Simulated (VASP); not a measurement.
# Co (P6_3/mmc) in VASP: single point with PBE

Aim: the single point of Co with PBE.

All numbers are computed with VASP 6.6.1; they aren't measurements. Logs are shortened: lines on timing, memory, paths and dates and some standing lists are left out, and cuts for length are marked.

## (1) The cell of the first run

The structure is hexagonal, space group P6_3/mmc (No. 194). Conventional cell: a = 2.519 Å, b = 2.519 Å, c = 4.091 Å, α = 90.00°, β = 90.00°, γ = 120.00°. Within 3.3 Å of Co (site symmetry -6m2) lie 12 Co at 2.51 to 2.52 Å.

## (2) Single point, PBE, collinear spin, ferromagnetic start

INCAR

```
PREC = Accurate ; ENCUT = 520
EDIFF = 1E-6 ; ISMEAR = 0
SIGMA = 0.15 ; LREAL = F
LASPH = T ; NELM = 150
ALGO = Normal ; ISIF = 2
LWAVE = F ; LCHARG = F
ISPIN = 2 ; MAGMOM = 1.85 1.85
LORBIT = 11 ; LMAXMIX = 4
GGA = PE ; NBANDS = 20
```

KPOINTS

```
Automatic mesh
0
Gamma
  24 24 14
```

POSCAR

```
Co
1.0
    2.5190008694      0.0000000000      0.0000000000
   -1.2595004347      2.1815187451      0.0000000000
    0.0000000000      0.0000000000      4.0910000000
Co
2
Direct
    0.3333333333      0.6666666667      0.2500000000
    0.6666666667      0.3333333333      0.7500000000
```

Potentials or basis: VASP PAW PBE potentials, release 64 (Co).

Launch:

```console
cat potpaw_PBE.64/Co/POTCAR > POTCAR
mpirun -np 1 vasp_std > vasp.out
```

OUTCAR:

```text
PREC = Accurate
   ENCUT = 520
   EDIFF = 1E-6
   ISMEAR = 0
   LREAL = F
   LASPH = T
   NELM = 150
   ISIF = 2
   ISPIN = 2
   LORBIT = 11
   GGA = PE

 ion  position               nearest neighbor table
   1  0.333  0.667  0.250-   2 2.51   2 2.51   2 2.51   2 2.51   2 2.51   2 2.51
   2  0.667  0.333  0.750-   1 2.51   1 2.51   1 2.51   1 2.51   1 2.51   1 2.51

  LATTYP: Found a hexagonal cell.
 ALAT       =     2.5190008694
 C/A-ratio  =     1.6240566050

  Lattice vectors:

 A1 = (   2.5190008694,   0.0000000000,   0.0000000000)
 A2 = (  -1.2595004347,   2.1815187451,   0.0000000000)
 A3 = (   0.0000000000,   0.0000000000,   4.0910000000)

Analysis of symmetry for initial positions (statically):
=====================================================================
 Subroutine PRICEL returns:
 Original cell was already a primitive cell.

 Routine SETGRP: Setting up the symmetry group for a
 hexagonal supercell.

 Subroutine GETGRP returns: Found 24 space group operations
 (whereof 12 operations were pure point group operations)
 out of a pool of 24 trial point group operations.

The static configuration has the point symmetry D_3d.
 The point group associated with its full space group is D_6h.

Analysis of symmetry for dynamics (positions and initial velocities):
=====================================================================
 Subroutine PRICEL returns:
 Original cell was already a primitive cell.

 Routine SETGRP: Setting up the symmetry group for a
 hexagonal supercell.

 Subroutine GETGRP returns: Found 24 space group operations
 (whereof 12 operations were pure point group operations)
 out of a pool of 24 trial point group operations.

The dynamic configuration has the point symmetry D_3d.
 The point group associated with its full space group is D_6h.

Analysis of structural, dynamic, and magnetic symmetry:
=====================================================================
 Subroutine PRICEL returns:
 Original cell was already a primitive cell.

 Routine SETGRP: Setting up the symmetry group for a
 hexagonal supercell.

 Subroutine GETGRP returns: Found 24 space group operations
 (whereof 12 operations were pure point group operations)
 out of a pool of 24 trial point group operations.

The overall configuration has the point symmetry D_3d.
 The point group associated with its full space group is D_6h.

 Subroutine INISYM returns: Found 24 space group operations
 (whereof 12 operations are pure point group operations),
 and found     1 'primitive' translations

----------------------------------------------------------------------------------------

                                     Primitive cell

  volume of cell :      22.4811

  direct lattice vectors                    reciprocal lattice vectors
     2.519000869  0.000000000  0.000000000     0.396982793  0.229198122  0.000000000
    -1.259500435  2.181518745  0.000000000     0.000000000  0.458396244  0.000000000
     0.000000000  0.000000000  4.091000000     0.000000000  0.000000000  0.244439012

  length of vectors
     2.519000869  2.519000869  4.091000000     0.458396244  0.458396244  0.244439012

  position of ions in fractional coordinates (direct lattice)
     0.333333333  0.666666667  0.250000000
     0.666666667  0.333333333  0.750000000

  ion indices of the primitive-cell ions
   primitive index   ion index
                 1           1
                 2           2

----------------------------------------------------------------------------------------

 KPOINTS: Automatic mesh

Automatic generation of k-mesh.
 Grid dimensions read from file:
 generate k-points for:   24   24   14

 Generating k-lattice:

  Cartesian coordinates                     Fractional coordinates (reciprocal lattice)
     0.016540950  0.009549922  0.000000000     0.041666667  0.000000000  0.000000000
     0.000000000  0.019099844  0.000000000     0.000000000  0.041666667  0.000000000
     0.000000000  0.000000000  0.017459929     0.000000000  0.000000000  0.071428571

  Length of vectors
     0.019099844  0.019099844  0.017459929

  Shift w.r.t. Gamma in fractional coordinates (k-lattice)
     0.000000000  0.000000000  0.000000000

 Subroutine IBZKPT returns following result:
 ===========================================

 Found    488 irreducible k-points:

 Following reciprocal coordinates:
            Coordinates               Weight
  0.000000  0.000000  0.000000      1.000000
  0.041667  0.000000  0.000000      6.000000
  0.083333  0.000000  0.000000      6.000000
  0.125000  0.000000  0.000000      6.000000
  0.166667  0.000000  0.000000      6.000000
  0.208333 -0.000000  0.000000      6.000000
[... 16 lines left out ...]
  0.416667  0.041667  0.000000     12.000000
  0.458333  0.041667  0.000000     12.000000
 [... further k-points ...]
   k-points           NKPTS =    488   k-points in BZ     NKDIM =    488   number of bands    NBANDS=     20
   number of dos      NEDOS =    301   number of ions     NIONS =      2
   total plane-waves  NPLWV =  12000
   dimension x,y,z NGX =    20 NGY =   20 NGZ =   30
   dimension x,y,z NGXF=    40 NGYF=   40 NGZF=   60
   ions per type =               2
   NGX,Y,Z   is equivalent  to a cutoff of  13.20, 13.20, 12.19 a.u.
   NGXF,Y,Z  is equivalent  to a cutoff of  26.40, 26.40, 24.38 a.u.
 SYSTEM =  unknown system
   PREC   = accura    normal or accurate (medium, high low for compatibility)
   ISTART =      0    job   : 0-new  1-cont  2-samecut
   ICHARG =      2    charge: 1-file 2-atom 10-const
   ISPIN  =      2    spin polarized calculation?
   LNONCOLLINEAR =      F non collinear calculations
   LSORBIT =      F    spin-orbit coupling
   LASPH  =      T    aspherical Exc in radial PAW
   ENCUT  =  520.0 eV  38.22 Ry    6.18 a.u.   4.68  4.68  7.61*2*pi/ulx,y,z
   NELM   =    150;   NELMIN=  2; NELMDL= -5     # of ELM steps
   EDIFF  = 0.1E-05   stopping-criterion for ELM
   LREAL  =      F    real-space projection
   EDIFFG = 0.1E-04   stopping-criterion for IOM
   NSW    =      0    number of steps for IOM
   IBRION =     -1    ionic relax: 0-MD 1-quasi-New 2-CG
   NFREE  =      0    steps in history (QN), initial steepest desc. (CG)
   ISIF   =      2    stress and relaxation
   ISYM   =      2    0-nonsym 1-usesym 2-fastsym
   POTIM  = 0.5000    time-step for ionic-motion
   TEBEG  =    0.0;   TEEND  =   0.0 temperature during run
   PSTRESS=    0.0 pullay stress
   NELECT =      18.0000    total number of electrons
   NUPDOWN=      -1.0000    fix difference up-down
   EMIN   =  10.00;   EMAX   =-10.00  energy-range for DOS
   EFERMI =   0.00;   METHOD = LEGACY
   ISMEAR =     0;   SIGMA  =   0.15  broadening in eV -4-tet -1-fermi 0-gaus
   EFERMI_NEDOS =   21; number of points for ismear=-14 and -15
   IALGO  =     38    algorithm
   IMIX   =      4    mixing-type and parameters
     AMIX     =   0.40;   BMIX     =  1.00
     AMIX_MAG =   1.60;   BMIX_MAG =  1.00
  volume/ion in A,a.u.               =      11.24        75.85
  Fermi-wavevector in a.u.,A,eV,Ry     =   1.520174  2.872713 31.442115  2.310930
  Thomas-Fermi vector in A             =   2.629061
   LORBIT       =     11    0 simple, 1 ext, 2 COOP (PROOUT), +10 PAW based schemes
   GGA     = PE    functional components
   LHFCALC =     F    Hartree Fock is set to
   AEXX    =    0.0000 exact exchange contribution
   IVDW    =     0    specifies the selected vdW correction
   LEPSILON=     F    determine dielectric tensor
   LRPA    =     F    only Hartree local field effects (RPA)
 spin polarized calculation
 Gauss-broadening in eV      SIGMA  =   0.15
  energy-cutoff  :      520.00
  volume of cell :       22.48
 maximum number of plane-waves:       621
 NGX is ok and might be reduce to    20
   NGX =  9   NGY =  9   NGZ = 15

 number of electron      18.0000005 magnetization       3.2616673

 Free energy of the ion-electron system (eV)
  ---------------------------------------------------
  ext. energy  EPLUGINS =         0.00000000
  ---------------------------------------------------
  free energy    TOTEN  =       -14.06143607 eV

  energy without entropy =      -14.04112636  energy(sigma->0) =      -14.05128122

 E-fermi :   9.7643     XC(G=0): -13.1972

 val. band max:        9.7623238384   @ k =   0.2083   0.2083   0.2857
 cond. band min:       9.7648126483   @ k =   0.3333   0.2917   0.4286
 fundamental gap:      0.0024888099
 Fermi energy:         9.7642725781

 spin component 1

 k-point     1 :       0.0000    0.0000    0.0000
  band No.  band energies     occupation
      1       1.0648      1.00000
      2       4.7927      1.00000
      3       7.1786      1.00000
      4       7.2204      1.00000
      5       7.2204      1.00000
      6       7.5088      1.00000
[... 12 lines left out ...]
     19      35.1284      0.00000
     20      35.1284      0.00000
[... 507 lines left out ...]
 k-point    24 :       0.4583    0.0417    0.0000
  band No.  band energies     occupation
      1       5.1636      1.00000
      2       5.2341      1.00000
      3       5.4639      1.00000
      4       7.0688      1.00000
      5       7.2582      1.00000
      6       7.2735      1.00000
[... 12 lines left out ...]
     19      31.7202      0.00000
     20      33.6339      0.00000

 [... further k-points ...]

 spin component 2

 k-point     1 :       0.0000    0.0000    0.0000
  band No.  band energies     occupation
      1       1.0493      1.00000
      2       5.7403      1.00000
      3       8.8234      1.00000
      4       8.8792      1.00000
      5       8.8792      1.00000
      6       9.2199      1.00000
[... 12 lines left out ...]
     19      35.4084      0.00000
     20      35.4084      0.00000
[... 507 lines left out ...]
 k-point    24 :       0.4583    0.0417    0.0000
  band No.  band energies     occupation
      1       6.0350      1.00000
      2       6.4392      1.00000
      3       6.7147      1.00000
      4       7.9627      1.00000
      5       8.7368      1.00000
      6       8.7941      1.00000
[... 12 lines left out ...]
     19      32.1275      0.00000
     20      33.9344      0.00000

 [... further k-points ...]
[... 5 lines left out ...]
  --------------------------------------------------------------------------------------
  -------------------------------------------------------------------------------------
  Total       -0.9739432     -0.9739432     -1.1298740      0.0000000     -0.0000000      0.0000000
  in kB      -69.4108682    -69.4108682    -80.5237272      0.0000000     -0.0000000      0.0000000
  external PRESSURE =     -73.1151545 kB  Pullay stress =       0.0000000 kB

 VOLUME and BASIS-vectors are now :
 -----------------------------------------------------------------------------
  energy-cutoff  :      520.00
  volume of cell :       22.48
      direct lattice vectors                 reciprocal lattice vectors
     2.519000869  0.000000000  0.000000000     0.396982793  0.229198122  0.000000000
    -1.259500435  2.181518745  0.000000000     0.000000000  0.458396244  0.000000000
     0.000000000  0.000000000  4.091000000     0.000000000  0.000000000  0.244439012

 POSITION                                       TOTAL-FORCE (eV/Angst)
 -----------------------------------------------------------------------------------
     -0.00000      1.45435      1.02275         0.000000     -0.000000      0.000000
      1.25950      0.72717      3.06825         0.000000      0.000000      0.000000
 -----------------------------------------------------------------------------------
    total drift:                               -0.000000      0.000000     -0.000000

  FREE ENERGIE OF THE ION-ELECTRON SYSTEM (eV)
  ---------------------------------------------------
  free  energy   TOTEN  =       -14.0614360717 eV

  energy  without entropy=      -14.0411263646  energy(sigma->0) =      -14.05128122

 total charge

# of ion       s       p       d       tot
------------------------------------------
    1        0.474   0.491   7.241   8.206
    2        0.474   0.491   7.241   8.206
--------------------------------------------------
tot          0.948   0.983  14.481  16.412

 magnetization (x)

# of ion       s       p       d       tot
------------------------------------------
    1       -0.014  -0.054   1.727   1.659
    2       -0.014  -0.054   1.727   1.659
--------------------------------------------------
tot         -0.029  -0.108   3.454   3.317
```

Run time: 2.5 min. Hardware: 1 thread of Intel Xeon 6975P-C (Granite Rapids), shared host; peak memory 0.38 GiB.

Results:

```yaml
Free_energy: -14.0614 eV
Pressure: -7.3 GPa
Net_moment: 3.26 μB per cell
Site_moments: Co +1.66 μB
Valence_electrons_inside_the_program's_atomic_spheres: Co 8.21
```

Stress tensor (GPa, compression positive):
```
-6.94  0.00  0.00
 0.00 -6.94  0.00
 0.00  0.00 -8.05
```

Levels at points of the mesh, in eV from the Fermi level:
Spin up:
| k point | band 7 | band 8 | band 9 | band 10 | band 11 | band 12 | band 13 | band 14 | band 15 | band 16 |
| --- | --- | --- | --- | --- | --- | --- | --- | --- | --- | --- |
| (0.00, 0.00, 0.00) | -2.26 | -1.92 | -1.92 | -0.89 | -0.89 | -0.10 | 5.98 | 21.73 | 23.98 | 23.98 |
| (0.50, 0.00, 0.00) | -2.17 | -0.75 | -0.69 | -0.62 | 1.21 | 3.15 | 9.39 | 9.99 | 12.39 | 13.47 |
| (0.00, 0.00, 0.50) | -2.61 | -2.61 | -1.19 | -1.19 | -1.19 | -1.19 | 14.51 | 14.51 | 22.43 | 22.43 |
| (0.50, 0.00, 0.50) | -1.09 | -1.09 | -0.67 | -0.67 | 1.55 | 1.55 | 6.95 | 6.95 | 17.92 | 17.92 |
Spin down:
```
           k point  band 4  band 5  band 6  band 7  band 8  band 9  band 10  band 11
(0.00, 0.00, 0.00)   -0.89   -0.89   -0.54   -0.54   -0.18   -0.12    -0.12     1.02
(0.50, 0.00, 0.00)   -1.76   -1.01   -0.97   -0.59    1.15    1.26     1.30     2.44
(0.00, 0.00, 0.50)   -1.46   -0.94   -0.94   -0.94   -0.94    0.70     0.70     0.70
(0.50, 0.00, 0.50)   -2.24   -0.02   -0.02    0.25    0.25    1.24     1.24     2.13
```
